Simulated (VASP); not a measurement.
Runs of VASP 6.6.1 on Eu. Symmetry: Im-3m, No. 229, cubic system. Conventional cell: a = 4.388 Å, b = 4.388 Å, c = 4.388 Å, α = 90.00°, β = 90.00°, γ = 90.00°. Within 5.0 Å of Eu (site symmetry m-3m) lie 14 Eu at 3.80 to 4.39 Å. 

| smearing | gap on the mesh (eV) | pressure (GPa) | moment (μB) |
| --- | --- | --- | --- |
| gaussian 0.1 eV | none | -0.3 | 7.29 |
| gaussian 1 eV | none | (a) | 7.30 |
| fermi-dirac 1 eV | none | 1.2 | (b) |
| methfessel-paxton 0.01 eV | none | -0.2 | 7.39 |
| gaussian 0.01 eV | none | -0.2 | 7.39 |

Alike in all rows: task single point; level PBE; potentials or basis VASP PAW PBE potentials, release 64 (Eu); spin collinear, ferromagnetic start; cell as given; k mesh 10 × 10 × 10; cutoff (eV) 520.

Question: Estimate the missing entries.

Answer: (a) 0.0; (b) 5.15.

Caveats: spin-orbit coupling is left out, which moves the levels of the heavy elements; semilocal functionals describe open f shells poorly, which spoils levels, moments and volumes; so wide a smearing shifts energies and pressures (at least some runs).

A k mesh can miss the band edges, and the runs leave out spin-orbit coupling on Eu.

A gap of «none» marks levels without a gap at the run's occupations.
